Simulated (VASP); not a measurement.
# TaN (P-62m) in VASP: notebook

Aim: see how the results for TaN move with the level of theory and the settings. Levels: LDA, r2SCAN+U, PBEsol. Tasks: single point.

Program: VASP 6.6.1. These are calculated values, not measurements. Logs are shortened: lines on timing, memory, paths and dates and some standing lists are left out, and cuts for length are marked.

**1. The cell of the first run**

The structure is hexagonal, space group P-62m (No. 189). Conventional cell: a = 5.196 Å, b = 5.196 Å, c = 2.911 Å, α = 90.00°, β = 90.00°, γ = 120.00°. Ta (site symmetry -62m) has 3 N at 2.04 Å within 2.7 Å. Ta (site symmetry -6) has 6 N at 2.16 Å and 5 Ta at 2.91 to 3.00 Å within 3.0 Å. N (site symmetry m2m) has 5 Ta at 2.04 to 2.16 Å and 6 N at 2.77 to 2.91 Å within 3.0 Å.

**2. Single point, LDA**

INCAR reads:

```
SYSTEM = TaN
PREC = Accurate
ENCUT = 1330
EDIFF = 1E-6
ISMEAR = -1
SIGMA = 0.05
LREAL = .FALSE.
LASPH = .TRUE.
NELM = 120
ALGO = Normal
ISIF = 2
LWAVE = .FALSE.
LCHARG = .TRUE.
GGA = CA
LELF = .TRUE.
LVHAR = .TRUE.
NBANDS = 36
GGA_COMPAT = .FALSE.
```

KPOINTS reads:

```
Automatic mesh
0
G
  6 6 9
  0 0 0
```

POSCAR reads:

```
TaN
1.0
    5.1960000000      0.0000000000      0.0000000000
   -2.5980000000      4.4998679981      0.0000000000
    0.0000000000      0.0000000000      2.9110000000
Ta N
3 3
Direct
    0.0000000000      0.0000000000      0.0000000000
    0.6666666667      0.3333333333      0.5000000000
    0.3333333333      0.6666666667      0.5000000000
    0.0000000000      0.3928500000      0.0000000000
    0.6071500000      0.6071500000      0.0000000000
    0.3928500000      0.0000000000      0.0000000000
```

Potentials or basis: VASP PAW LDA potentials, release 64 (Ta_sv_GW, N_h).

Started as:

```sh
$ cat potpaw_LDA.64/Ta_sv_GW/POTCAR potpaw_LDA.64/N_h/POTCAR > POTCAR
$ mpirun -np 1 vasp_std > vasp.out
```

OUTCAR:

```text
SYSTEM = TaN
   PREC = Accurate
   ENCUT = 1330
   EDIFF = 1E-6
   ISMEAR = -1
   LREAL = .FALSE.
   LASPH = .TRUE.
   NELM = 120
   ISIF = 2
   GGA = CA

 ion  position               nearest neighbor table
   1  0.000  0.000  0.000-   6 2.04   5 2.04   4 2.04
   2  0.667  0.333  0.500-   4 2.16   4 2.16   6 2.16   6 2.16   5 2.16   5 2.16   3 3.00   3 3.00
                             3 3.00
   3  0.333  0.667  0.500-   6 2.16   6 2.16   4 2.16   4 2.16   5 2.16   5 2.16   2 3.00   2 3.00
                             2 3.00
   4  0.000  0.393  0.000-   1 2.04   2 2.16   2 2.16   3 2.16   3 2.16
   5  0.607  0.607  0.000-   1 2.04   3 2.16   3 2.16   2 2.16   2 2.16
   6  0.393  0.000  0.000-   1 2.04   3 2.16   3 2.16   2 2.16   2 2.16

  LATTYP: Found a hexagonal cell.
 ALAT       =     5.1960000000
 C/A-ratio  =     0.5602386451

  Lattice vectors:

 A1 = (   5.1960000000,   0.0000000000,   0.0000000000)
 A2 = (  -2.5980000000,   4.4998679981,   0.0000000000)
 A3 = (   0.0000000000,   0.0000000000,   2.9110000000)

Analysis of symmetry for initial positions (statically):
=====================================================================
 Subroutine PRICEL returns:
 Original cell was already a primitive cell.

 Routine SETGRP: Setting up the symmetry group for a
 hexagonal supercell.

 Subroutine GETGRP returns: Found 12 space group operations
 (whereof 12 operations were pure point group operations)
 out of a pool of 24 trial point group operations.

The static configuration has the point symmetry D_3h.

Analysis of symmetry for dynamics (positions and initial velocities):
=====================================================================
 Subroutine PRICEL returns:
 Original cell was already a primitive cell.

 Routine SETGRP: Setting up the symmetry group for a
 hexagonal supercell.

 Subroutine GETGRP returns: Found 12 space group operations
 (whereof 12 operations were pure point group operations)
 out of a pool of 24 trial point group operations.

The dynamic configuration has the point symmetry D_3h.

 Subroutine INISYM returns: Found 12 space group operations
 (whereof 12 operations are pure point group operations),
 and found     1 'primitive' translations

----------------------------------------------------------------------------------------

                                     Primitive cell

  volume of cell :      68.0630

  direct lattice vectors                    reciprocal lattice vectors
     5.196000000  0.000000000  0.000000000     0.192455735  0.111114371  0.000000000
    -2.598000000  4.499867998  0.000000000     0.000000000  0.222228741  0.000000000
     0.000000000  0.000000000  2.911000000     0.000000000  0.000000000  0.343524562

  length of vectors
     5.196000000  5.196000000  2.911000000     0.222228741  0.222228741  0.343524562

  position of ions in fractional coordinates (direct lattice)
     0.000000000  0.000000000  0.000000000
     0.666666667  0.333333333  0.500000000
     0.333333333  0.666666667  0.500000000
     0.000000000  0.392850000  0.000000000
     0.607150000  0.607150000  0.000000000
     0.392850000  0.000000000  0.000000000

  ion indices of the primitive-cell ions
   primitive index   ion index
                 1           1
                 2           2
                 3           3
                 4           4
                 5           5
                 6           6

----------------------------------------------------------------------------------------

 KPOINTS: Automatic mesh

Automatic generation of k-mesh.
 Grid dimensions read from file:
 generate k-points for:    6    6    9

 Generating k-lattice:

  Cartesian coordinates                     Fractional coordinates (reciprocal lattice)
     0.032075956  0.018519062  0.000000000     0.166666667  0.000000000  0.000000000
     0.000000000  0.037038124  0.000000000     0.000000000  0.166666667  0.000000000
     0.000000000  0.000000000  0.038169396     0.000000000  0.000000000  0.111111111

  Length of vectors
[... 56 lines left out ...]
  band No.  band energies     occupation
      1     -56.6907      2.00000
      2     -56.6500      2.00000
      3     -56.0686      2.00000
      4     -23.7189      2.00000
      5     -23.6883      2.00000
      6     -23.3198      2.00000
[... 28 lines left out ...]
     35      15.4981      0.00000
     36      15.6572      0.00000

 k-point     3 :       0.3333    0.0000    0.0000
  band No.  band energies     occupation
      1     -56.6835      2.00000
      2     -56.6570      2.00000
      3     -56.0688      2.00000
      4     -23.7585      2.00000
      5     -23.6419      2.00000
      6     -23.3379      2.00000
[... 28 lines left out ...]
     35      16.1190      0.00000
     36      16.2269      0.00000

 k-point     4 :       0.5000    0.0000    0.0000
  band No.  band energies     occupation
      1     -56.6778      2.00000
      2     -56.6626      2.00000
      3     -56.0689      2.00000
      4     -23.7758      2.00000
      5     -23.5850      2.00000
      6     -23.3997      2.00000
[... 28 lines left out ...]
     35      15.8760      0.00000
     36      16.5754      0.00000

 k-point     5 :       0.1667    0.1667    0.0000
  band No.  band energies     occupation
      1     -56.6856      2.00000
      2     -56.6549      2.00000
      3     -56.0687      2.00000
      4     -23.7387      2.00000
      5     -23.6696      2.00000
      6     -23.3284      2.00000
[... 655 lines left out ...]
 k-point    22 :       0.0000    0.0000    0.3333
  band No.  band energies     occupation
      1     -56.6587      2.00000
      2     -56.6138      2.00000
      3     -56.0386      2.00000
      4     -23.8259      2.00000
      5     -23.6505      2.00000
      6     -23.5828      2.00000
[... 28 lines left out ...]
     35      15.7442      0.00000
     36      16.5368      0.00000

 k-point    23 :       0.1667    0.0000    0.3333
  band No.  band energies     occupation
      1     -56.6560      2.00000
      2     -56.6165      2.00000
      3     -56.0387      2.00000
      4     -23.8216      2.00000
      5     -23.6623      2.00000
      6     -23.5950      2.00000
[... 28 lines left out ...]
     35      15.7690      0.00000
     36      16.9510      0.00000

 k-point    24 :       0.3333    0.0000    0.3333
  band No.  band energies     occupation
      1     -56.6492      2.00000
      2     -56.6233      2.00000
      3     -56.0387      2.00000
      4     -23.8073      2.00000
      5     -23.6913      2.00000
      6     -23.6172      2.00000
[... 28 lines left out ...]
     35      16.0044      0.00000
     36      17.3576      0.00000

 [... further k-points ...]

------------------------ aborting loop because EDIFF is reached ----------------------------------------

  FORCE on cell =-STRESS in cart. coord.  units (eV):
  Direction    XX          YY          ZZ          XY          YZ          ZX
  --------------------------------------------------------------------------------------
  -------------------------------------------------------------------------------------
  Total       -3.4435212     -3.4435212     -4.5584408      0.0000000      0.0000000      0.0000000
  in kB      -81.0591832    -81.0591832   -107.3039679      0.0000000      0.0000000      0.0000000
  external PRESSURE =     -89.8074447 kB  Pullay stress =       0.0000000 kB

 VOLUME and BASIS-vectors are now :
 -----------------------------------------------------------------------------
  energy-cutoff  :     1330.00
  volume of cell :       68.06
      direct lattice vectors                 reciprocal lattice vectors
     5.196000000  0.000000000  0.000000000     0.192455735  0.111114371  0.000000000
    -2.598000000  4.499867998  0.000000000     0.000000000  0.222228741  0.000000000
     0.000000000  0.000000000  2.911000000     0.000000000  0.000000000  0.343524562

 POSITION                                       TOTAL-FORCE (eV/Angst)
 -----------------------------------------------------------------------------------
      0.00000      0.00000      0.00000         0.000000     -0.000000      0.000000
      2.59800      1.49996      1.45550         0.000000     -0.000000      0.000000
     -0.00000      2.99991      1.45550         0.000000     -0.000000      0.000000
     -1.02062      1.76777      0.00000         0.017496     -0.030304     -0.000000
      1.57738      2.73209      0.00000         0.017496      0.030304      0.000000
      2.04125      0.00000      0.00000        -0.034992     -0.000000      0.000000
 -----------------------------------------------------------------------------------
    total drift:                                0.000000      0.000000      0.000000

  FREE ENERGIE OF THE ION-ELECTRON SYSTEM (eV)
  ---------------------------------------------------
  free  energy   TOTEN  =       -81.6351296356 eV

  energy  without entropy=      -81.6283257285  energy(sigma->0) =      -81.63172768
```

Wall time 7.4 min (1 thread of AMD EPYC 7R13 (Zen 3), shared host); peak memory 0.46 GiB.

Results:

- Free energy: -81.6351 eV
- Pressure: -9.0 GPa
- Largest force: 0.035 eV/Å
- Band gap on the k mesh: zero (bands 27 and 28 overlap by 3.10 eV)

Forces in eV/Å, atoms in the order of the input:
```
Ta   0.000  0.000  0.000
Ta   0.000  0.000  0.000
Ta   0.000  0.000  0.000
N    0.017 -0.030  0.000
N    0.017  0.030  0.000
N   -0.035  0.000  0.000
```

Stress tensor (GPa, compression positive):
```
 -8.11   0.00   0.00
  0.00  -8.11   0.00
  0.00   0.00 -10.73
```

Levels at points of the mesh, in eV from the Fermi level:
```csv
k point,band 24,band 25,band 26,band 27,band 28,band 29,band 30,band 31
"(0.00, 0.00, 0.00)",-4.19,-3.28,-1.89,-0.91,-0.91,0.55,0.55,1.82
"(0.50, 0.00, 0.00)",-3.86,-3.81,-2.80,-2.62,1.20,1.77,1.91,2.37
```

Caveat: the cell stands under tension; spin-orbit coupling is left out, which moves the levels of the heavy elements.

**3. Single point, LDA**

INCAR reads:

```
SYSTEM = TaN
  ALGO = Normal
  EDIFF = 1E-6
  ENCUT = 700
  GGA_COMPAT = .FALSE.
  ISIF = 2
  ISMEAR = -1
  LASPH = .TRUE.
  LCHARG = .TRUE.
  LELF = .TRUE.
  LREAL = .FALSE.
  LVHAR = .TRUE.
  LWAVE = .FALSE.
  NBANDS = 36
  NELM = 120
  PREC = Accurate
  SIGMA = 0.05
```

KPOINTS reads:

```
k-points
0
G
  6 6 9
  0 0 0
```

POSCAR is that of step 2.

Potentials or basis: VASP PAW LDA potentials, release 64 (Ta_sv_GW, N).

Started as:

```sh
$ cat potpaw_LDA.64/Ta_sv_GW/POTCAR potpaw_LDA.64/N/POTCAR > POTCAR
$ mpirun -np 1 vasp_std > vasp.out
```

Run time: 2.7 min. Hardware: 1 thread of AMD EPYC 9R45 (Zen 5), shared host; peak memory 0.24 GiB.

It converged, with:

- Free energy: -81.6366 eV
- Pressure: -9.1 GPa
- Largest force: 0.035 eV/Å
- Band gap on the k mesh: zero (bands 27 and 28 overlap by 3.10 eV)

Forces in eV/Å, atoms in the order of the input:
```
Ta   0.000  0.000  0.000
Ta   0.000  0.000  0.000
Ta   0.000  0.000  0.000
N    0.017 -0.030  0.000
N    0.017  0.030  0.000
N   -0.035  0.000  0.000
```

Stress tensor (GPa, compression positive):
```
 -8.19   0.00   0.00
  0.00  -8.19   0.00
  0.00   0.00 -10.82
```

Levels at points of the mesh, in eV from the Fermi level:
```csv
k point,band 25,band 26,band 27,band 28,band 29,band 30
"(0.00, 0.00, 0.00)",-3.28,-1.89,-0.91,-0.91,0.55,0.55
"(0.50, 0.00, 0.00)",-3.81,-2.80,-2.62,1.20,1.77,1.91
```

Caveat: the cell stands under tension; spin-orbit coupling is left out, which moves the levels of the heavy elements.

**4. Single point, r2SCAN+U**

POSCAR is that of step 3.

INCAR.step1 reads:

```
SYSTEM = TaN
ALGO = Normal
EDIFF = 1E-5
ENCUT = 770
GGA = PE
GGA_COMPAT = .False.
ISMEAR = -1
LASPH = .True.
LCHARG = .False.
LDAU = .True.
LDAUJ = 0 0
LDAUL = 2 -1
LDAUTYPE = 2
LDAUU = 7 0
LMAXMIX = 4
LREAL = .False.
LWAVE = .True.
NBANDS = 36
NELM = 200
PREC = Accurate
SIGMA = 0.05
```

INCAR.step2 reads:

```
SYSTEM = TaN
ALGO = Normal
EDIFF = 1E-6
ENCUT = 770
GGA_COMPAT = .False.
ISIF = 2
ISMEAR = -1
ISTART = 1
LASPH = .True.
LCHARG = .False.
LDAU = .True.
LDAUJ = 0 0
LDAUL = 2 -1
LDAUPRINT = 1
LDAUTYPE = 2
LDAUU = 7 0
LMAXMIX = 4
LMIXTAU = .True.
LREAL = .False.
LWAVE = .False.
METAGGA = R2SCAN
NBANDS = 36
NELM = 200
PREC = Accurate
SIGMA = 0.05
```

KPOINTS reads:

```
k-points
0
Gamma
  5 5 8
  0 0 0
```

Potentials or basis: VASP PAW PBE potentials, release 64 (Ta_sv_GW, N).

Started as:

```sh
$ cat potpaw_PBE.64/Ta_sv_GW/POTCAR potpaw_PBE.64/N/POTCAR > POTCAR
$ cp INCAR.step1 INCAR
$ mpirun -np 1 vasp_std > vasp.out
$ cp INCAR.step2 INCAR
$ mpirun -np 1 vasp_std > vasp.out
```

It took 5.8 min on 1 thread of Intel Xeon Platinum 8259CL at 2.50GHz (Skylake/Cascade Lake), shared host; peak memory 0.32 GiB.

Results (log left out):

| Item | Value |
| --- | --- |
| Free energy | -171.1363 eV |
| Pressure | 23.6 GPa |
| Largest force | 0.437 eV/Å |
| Band gap on the k mesh | zero (bands 27 and 28 overlap by 2.96 eV) |

Forces in eV/Å, atoms in the order of the input:
```
Ta   0.000  0.000  0.000
Ta   0.000  0.000  0.000
Ta   0.000  0.000  0.000
N   -0.219  0.379  0.000
N   -0.219 -0.379  0.000
N    0.437  0.000  0.000
```

Stress tensor (GPa, compression positive):
```
22.38  0.00  0.00
 0.00 22.38  0.00
 0.00  0.00 25.99
```

Levels at points of the mesh, in eV from the Fermi level:
| k point | band 25 | band 26 | band 27 | band 28 | band 29 | band 30 |
| --- | --- | --- | --- | --- | --- | --- |
| (0.00, 0.00, 0.00) | -4.17 | -2.26 | -0.92 | -0.92 | 1.27 | 1.27 |
| (0.00, 0.00, 0.50) | -3.05 | -3.05 | 1.54 | 2.42 | 2.42 | 2.54 |

Eigenvalues of the final occupation matrices:
```tsv
site	spin	trace	eigenvalues
site 1 d	1	1.03	0.16 0.16 0.20 0.20 0.32
site 1 d	2	1.03	0.16 0.16 0.20 0.20 0.32
site 2 d	1	1.01	0.18 0.18 0.20 0.20 0.26
site 2 d	2	1.01	0.18 0.18 0.20 0.20 0.26
site 3 d	1	1.01	0.18 0.18 0.20 0.20 0.26
site 3 d	2	1.01	0.18 0.18 0.20 0.20 0.26
```

Caveat: the cell stands under pressure; the PAW data sets were made with another functional, which shifts forces and pressure a little; spin-orbit coupling is left out, which moves the levels of the heavy elements; U without spin polarisation on a metal has little footing.

**5. Single point, r2SCAN+U**

POSCAR is that of step 4.

INCAR.step1 reads:

```
  ALGO = Normal
  EDIFF = 1E-5
  ENCUT = 770
  GGA = PE
  GGA_COMPAT = F
  ISMEAR = -1
  LASPH = T
  LCHARG = F
  LDAU = T
  LDAUJ = 0 0
  LDAUL = 2 -1
  LDAUTYPE = 2
  LDAUU = 7 0
  LMAXMIX = 4
  LREAL = F
  LWAVE = T
  NBANDS = 36
  NELM = 200
  PREC = Accurate
  SIGMA = 0.05
```

INCAR.step2 reads:

```
  ALGO = Normal
  EDIFF = 1E-6
  ENCUT = 770
  GGA_COMPAT = F
  ISIF = 2
  ISMEAR = -1
  ISTART = 1
  LASPH = T
  LCHARG = T
  LDAU = T
  LDAUJ = 0 0
  LDAUL = 2 -1
  LDAUPRINT = 1
  LDAUTYPE = 2
  LDAUU = 7 0
  LELF = T
  LMAXMIX = 4
  LMIXTAU = T
  LREAL = F
  LVHAR = T
  LWAVE = F
  METAGGA = R2SCAN
  NBANDS = 36
  NELM = 200
  PREC = Accurate
  SIGMA = 0.05
```

KPOINTS reads:

```
k-points
0
Gamma
  5 5 8
```

Started as:

```sh
$ cat potpaw_PBE.64/Ta_sv_GW/POTCAR potpaw_PBE.64/N/POTCAR > POTCAR
$ cp INCAR.step1 INCAR
$ mpirun -np 1 vasp_std > vasp.out
$ cp INCAR.step2 INCAR
$ mpirun -np 1 vasp_std > vasp.out
```

It took 4.4 min on 1 thread of Intel Xeon Platinum 8375C at 2.90GHz (Ice Lake), shared host; peak memory 0.32 GiB.

Results (log left out):

```
Free energy            : -171.1363 eV
Pressure               : 23.6 GPa
Largest force          : 0.437 eV/Å
Band gap on the k mesh : zero (bands 27 and 28 overlap by 2.96 eV)
```

Forces in eV/Å, atoms in the order of the input:
```
Ta   0.000  0.000  0.000
Ta   0.000  0.000  0.000
Ta   0.000  0.000  0.000
N   -0.219  0.379  0.000
N   -0.219 -0.379  0.000
N    0.437  0.000  0.000
```

Stress tensor (GPa, compression positive):
```
22.38  0.00  0.00
 0.00 22.38  0.00
 0.00  0.00 25.99
```

Levels at points of the mesh, in eV from the Fermi level:
```csv
k point,band 25,band 26,band 27,band 28,band 29,band 30
"(0.00, 0.00, 0.00)",-4.17,-2.26,-0.92,-0.92,1.27,1.27
"(0.00, 0.00, 0.50)",-3.05,-3.05,1.54,2.42,2.42,2.54
```

Eigenvalues of the final occupation matrices:
```csv
site,spin,trace,eigenvalues
site 1 d,1,1.03,0.16 0.16 0.20 0.20 0.32
site 1 d,2,1.03,0.16 0.16 0.20 0.20 0.32
site 2 d,1,1.01,0.18 0.18 0.20 0.20 0.26
site 2 d,2,1.01,0.18 0.18 0.20 0.20 0.26
site 3 d,1,1.01,0.18 0.18 0.20 0.20 0.26
site 3 d,2,1.01,0.18 0.18 0.20 0.20 0.26
```

Caveat: the cell stands under pressure; the PAW data sets were made with another functional, which shifts forces and pressure a little; spin-orbit coupling is left out, which moves the levels of the heavy elements; U without spin polarisation on a metal has little footing.

**6. Single point, PBEsol, non-collinear spin, zero start, spin-orbit coupling**

INCAR reads:

```
PREC = Accurate
ENCUT = 700
EDIFF = 1E-6
ISMEAR = -1
SIGMA = 0.05
LREAL = F
LASPH = T
NELM = 200
ALGO = Normal
ISIF = 2
LWAVE = F
LCHARG = F
MAGMOM = 0 0 0 0 0 0 0 0 0 0 0 0 0 0 0 0 0 0
LORBIT = 11
LSORBIT = T
GGA_COMPAT = F
LORBMOM = T
LMAXMIX = 4
GGA = PS
NBANDS = 70
```

KPOINTS reads:

```
regular mesh
0
Gamma
  5 5 7
```

POSCAR is that of step 5.

Potentials or basis: VASP PAW PBE potentials, release 64 (Ta_sv_GW, N).

Started as:

```sh
$ cat potpaw_PBE.64/Ta_sv_GW/POTCAR potpaw_PBE.64/N/POTCAR > POTCAR
$ mpirun -np 1 vasp_ncl > vasp.out
```

Run time: 9.3 min. Hardware: 1 thread of Intel Xeon Platinum 8488C (Sapphire Rapids), shared host; peak memory 0.69 GiB.

The run converged. Its results:

```
Free energy                                           : -83.2603 eV
Pressure                                              : -3.7 GPa
Largest force                                         : 0.004 eV/Å
Net moment                                            : 0.00 μB per cell
Valence electrons inside the program's atomic spheres : Ta 11.89, 11.70 (each value once); N 3.75
```

Forces on the atoms (eV/Å):
```
Ta   0.000  0.000  0.000
Ta   0.000  0.000  0.000
Ta   0.000  0.000  0.000
N   -0.002  0.003  0.000
N   -0.002 -0.003  0.000
N    0.004  0.000  0.000
```

Stress tensor (GPa, compression positive):
```
-3.42  0.00  0.00
 0.00 -3.42  0.00
 0.00  0.00 -4.39
```

Moments on the atoms (μB; x, y, z):
```
Ta  0.00 0.00 0.00
Ta  0.00 0.00 0.00
Ta  0.00 0.00 0.00
N   0.00 0.00 0.00
N   0.00 0.00 0.00
N   0.00 0.00 0.00
```

Caveat: the cell stands under tension; the PAW data sets were made with another functional, which shifts forces and pressure a little.

**7. Overview**

| level | potentials or basis | spin | U | k mesh | cutoff (eV) | gap on the mesh (eV) | pressure (GPa) | largest force (eV/Å) |
| --- | --- | --- | --- | --- | --- | --- | --- | --- |
| LDA | VASP PAW LDA potentials, release 64 (Ta_sv_GW, N_h) | off | - | 6 × 6 × 9 | 1330 | none | -9.0 | 0.03 |
| LDA | VASP PAW LDA potentials, release 64 (Ta_sv_GW, N) | off | - | 6 × 6 × 9 | 700 | none | -9.1 | 0.03 |
| r2SCAN+U | VASP PAW PBE potentials, release 64 (Ta_sv_GW, N) | off | Ta d U = 7.0 eV | 5 × 5 × 8 | 770 | none | 23.6 | 0.44 |
| PBEsol | VASP PAW PBE potentials, release 64 (Ta_sv_GW, N) | non-collinear, zero start, SOC | - | 5 × 5 × 7 | 700 | - | -3.7 | - |

Alike in all rows: task single point; cell as given; smearing fermi-dirac 0.05 eV.

Caveats: the cell stands under tension (at least some runs); spin-orbit coupling is left out, which moves the levels of the heavy elements (at least some runs); the PAW data sets were made with another functional, which shifts forces and pressure a little (at least some runs); the cell stands under pressure (at least some runs); U without spin polarisation on a metal has little footing (at least some runs).

Total energies depend on the potentials used, so only differences within one code and one set of settings carry meaning.
